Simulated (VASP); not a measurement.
# Zr (Pm-3m) in VASP: a series of runs, part 2 of 2

VASP 6.6.1. Earlier steps stand in the parts before.

### Step 4. Single point, LDA

This run uses another cell than the first one, of 20.62 Å³/atom, 1.149 times its volume.

INCAR reads:

```
SYSTEM = Zr
PREC     = Accurate       ! precision mode
ENCUT    = 520            ! plane-wave cutoff, eV
EDIFF    = 1E-6           ! SCF threshold, eV
ISMEAR   = -1             ! smearing method
SIGMA    = 0.05           ! smearing width, eV
LREAL    = .False.        ! projectors in reciprocal space
LASPH    = .True.         ! aspherical terms in the spheres
NELM     = 60             ! most SCF steps
ALGO     = Normal         ! electronic algorithm
ISIF     = 2              ! what is computed and relaxed
LWAVE    = .False.        ! write WAVECAR
LCHARG   = .False.        ! write CHGCAR
GGA      = CA             ! functional
NBANDS   = 12             ! bands
```

KPOINTS reads:

```
Automatic mesh
0
Gamma
  14 14 14
  0 0 0
```

POSCAR reads:

```
Zr
1.0
    2.7421739964      0.0000000000      0.0000000000
    0.0000000000      2.7421739964      0.0000000000
    0.0000000000      0.0000000000      2.7421739964
Zr
1
Direct
    0.0000000000      0.0000000000      0.0000000000
```

Potentials or basis: VASP PAW LDA potentials, release 64 (Zr_sv).

Launch:

```bash
cat potpaw_LDA.64/Zr_sv/POTCAR > POTCAR
mpirun -np 1 vasp_std > vasp.out
```

OUTCAR:

```text
SYSTEM = Zr
   PREC = Accurate
   ENCUT = 520
   EDIFF = 1E-6
   ISMEAR = -1
   LREAL = .False.
   LASPH = .True.
   NELM = 60
   ISIF = 2
   GGA = CA

 ion  position               nearest neighbor table
   1  0.000  0.000  0.000-

  LATTYP: Found a simple cubic cell.
 ALAT       =     2.7421739964

  Lattice vectors:

 A1 = (   2.7421739964,   0.0000000000,   0.0000000000)
 A2 = (   0.0000000000,   2.7421739964,   0.0000000000)
 A3 = (   0.0000000000,   0.0000000000,   2.7421739964)

Analysis of symmetry for initial positions (statically):
=====================================================================
 Subroutine PRICEL returns:
 Original cell was already a primitive cell.

 Routine SETGRP: Setting up the symmetry group for a
 simple cubic supercell.

 Subroutine GETGRP returns: Found 48 space group operations
 (whereof 48 operations were pure point group operations)
 out of a pool of 48 trial point group operations.

The static configuration has the point symmetry O_h .

Analysis of symmetry for dynamics (positions and initial velocities):
=====================================================================
 Subroutine PRICEL returns:
 Original cell was already a primitive cell.

 Routine SETGRP: Setting up the symmetry group for a
 simple cubic supercell.

 Subroutine GETGRP returns: Found 48 space group operations
 (whereof 48 operations were pure point group operations)
 out of a pool of 48 trial point group operations.

The dynamic configuration has the point symmetry O_h .

 Subroutine INISYM returns: Found 48 space group operations
 (whereof 48 operations are pure point group operations),
 and found     1 'primitive' translations

----------------------------------------------------------------------------------------

                                     Primitive cell

[... 105 lines left out ...]
   IALGO  =     38    algorithm
   IMIX   =      4    mixing-type and parameters
     AMIX     =   0.40;   BMIX     =  1.00
     AMIX_MAG =   1.60;   BMIX_MAG =  1.00
  volume/ion in A,a.u.               =      20.62       139.15
  Fermi-wavevector in a.u.,A,eV,Ry     =   1.366806  2.582889 25.417845  1.868159
  Thomas-Fermi vector in A             =   2.492914
   LORBIT       =      0    0 simple, 1 ext, 2 COOP (PROOUT), +10 PAW based schemes
   GGA     = CA    functional components
   LHFCALC =     F    Hartree Fock is set to
   AEXX    =    0.0000 exact exchange contribution
   IVDW    =     0    specifies the selected vdW correction
   LEPSILON=     F    determine dielectric tensor
   LRPA    =     F    only Hartree local field effects (RPA)
 non-spin polarized calculation
  energy-cutoff  :      520.00
  volume of cell :       20.62
 maximum number of plane-waves:       570
   NGX = 11   NGY = 11   NGZ = 11

 number of electron      12.0000000 magnetization

 Free energy of the ion-electron system (eV)
  ---------------------------------------------------
  ext. energy  EPLUGINS =         0.00000000
  ---------------------------------------------------
  free energy    TOTEN  =        -8.40160525 eV

  energy without entropy =       -8.38954023  energy(sigma->0) =       -8.39557274

 E-fermi :   9.8534     XC(G=0): -11.7510

 val. band max:        9.8243178723   @ k =   0.4286   0.1429   0.0000
 cond. band min:       9.8583514583   @ k =   0.4286   0.1429   0.1429
 fundamental gap:      0.0340335861
 Fermi energy:         9.8533586720

 k-point     1 :       0.0000    0.0000    0.0000
  band No.  band energies     occupation
      1     -38.3819      2.00000
      2     -15.5337      2.00000
      3     -15.5337      2.00000
      4     -15.5337      2.00000
      5       4.6244      2.00000
      6       7.6715      2.00000
      7       7.6715      2.00000
      8      16.6137      0.00000
      9      16.6137      0.00000
     10      16.6137      0.00000
     11      24.2163      0.00000
     12      24.2163      0.00000
[... 331 lines left out ...]
 k-point    24 :       0.3571    0.2143    0.0000
  band No.  band energies     occupation
      1     -38.0546      2.00000
      2     -17.0753      2.00000
      3     -16.1640      2.00000
      4     -15.3060      2.00000
      5       7.6951      2.00000
      6       8.9327      2.00000
      7      10.8806      0.00000
      8      13.5047      0.00000
      9      13.5164      0.00000
     10      15.2623      0.00000
     11      20.6235      0.00000
     12      24.5271      0.00000

 [... further k-points ...]
[... 5 lines left out ...]
  --------------------------------------------------------------------------------------
  -------------------------------------------------------------------------------------
  Total        1.3114917      1.3114917      1.3114917      0.0000000     -0.0000000      0.0000000
  in kB      101.9039734    101.9039734    101.9039734      0.0000000     -0.0000000      0.0000000
  external PRESSURE =     101.9039734 kB  Pullay stress =       0.0000000 kB

 VOLUME and BASIS-vectors are now :
 -----------------------------------------------------------------------------
  energy-cutoff  :      520.00
  volume of cell :       20.62
      direct lattice vectors                 reciprocal lattice vectors
     2.742173996  0.000000000  0.000000000     0.364674160  0.000000000  0.000000000
     0.000000000  2.742173996  0.000000000     0.000000000  0.364674160  0.000000000
     0.000000000  0.000000000  2.742173996     0.000000000  0.000000000  0.364674160

 POSITION                                       TOTAL-FORCE (eV/Angst)
 -----------------------------------------------------------------------------------
      0.00000      0.00000      0.00000         0.000000      0.000000      0.000000
 -----------------------------------------------------------------------------------
    total drift:                                0.000000      0.000000      0.000000

  FREE ENERGIE OF THE ION-ELECTRON SYSTEM (eV)
  ---------------------------------------------------
  free  energy   TOTEN  =        -8.4016052458 eV

  energy  without entropy=       -8.3895402313  energy(sigma->0) =       -8.39557274
```

OSZICAR:

```text
N       E                     dE             d eps       ncg     rms          rms(c)
DAV:   1     0.918625799977E+02    0.91863E+02   -0.71119E+03  2896   0.101E+03
DAV:   2    -0.547317185134E+01   -0.97336E+02   -0.94041E+02  3344   0.279E+02
DAV:   3    -0.849866914733E+01   -0.30255E+01   -0.29618E+01  4208   0.418E+01
DAV:   4    -0.855703314094E+01   -0.58364E-01   -0.57474E-01  3312   0.543E+00
DAV:   5    -0.855841124564E+01   -0.13781E-02   -0.13777E-02  4132   0.598E-01    0.142E+01
DAV:   6    -0.841011255302E+01    0.14830E+00   -0.23806E-01  3252   0.438E+00    0.652E+00
DAV:   7    -0.839908639670E+01    0.11026E-01   -0.10639E-01  3816   0.280E+00    0.974E-01
DAV:   8    -0.840163176678E+01   -0.25454E-02   -0.98098E-03  3368   0.116E+00    0.584E-02
DAV:   9    -0.840161466798E+01    0.17099E-04   -0.23943E-04  3456   0.147E-01    0.168E-02
DAV:  10    -0.840160522569E+01    0.94423E-05   -0.10334E-05  3536   0.362E-02    0.457E-03
DAV:  11    -0.840160524584E+01   -0.20152E-07   -0.25724E-07  1924   0.653E-03
   1 F= -.84016052E+01 E0= -.83955727E+01  d E =-.120650E-01
```

Run time: 6.5 s. Hardware: 1 thread of Intel Xeon 6975P-C (Granite Rapids), shared host; peak memory 0.13 GiB.

Results:

```
Free energy            : -8.4016 eV
Pressure               : 10.2 GPa
Band gap on the k mesh : zero (band 6 reaches 10.86 eV, above the bottom of band 7 at 7.67 eV)
```

### Step 5. The runs side by side

```csv
cell,gap on the mesh (eV),pressure (GPa)
"a = 2.618 Å, 1 atom",none,30.4
"a = 2.673 Å, 1 atom",none,20.3
"a = 2.742 Å, 1 atom",none,10.2
```

Alike in all rows: task single point; level LDA; potentials or basis VASP PAW LDA potentials, release 64 (Zr_sv); no spin polarisation; k mesh 14 × 14 × 14; cutoff (eV) 520; smearing fermi-dirac 0.05 eV.

Absolute energies hang on the potentials; compare differences alone.
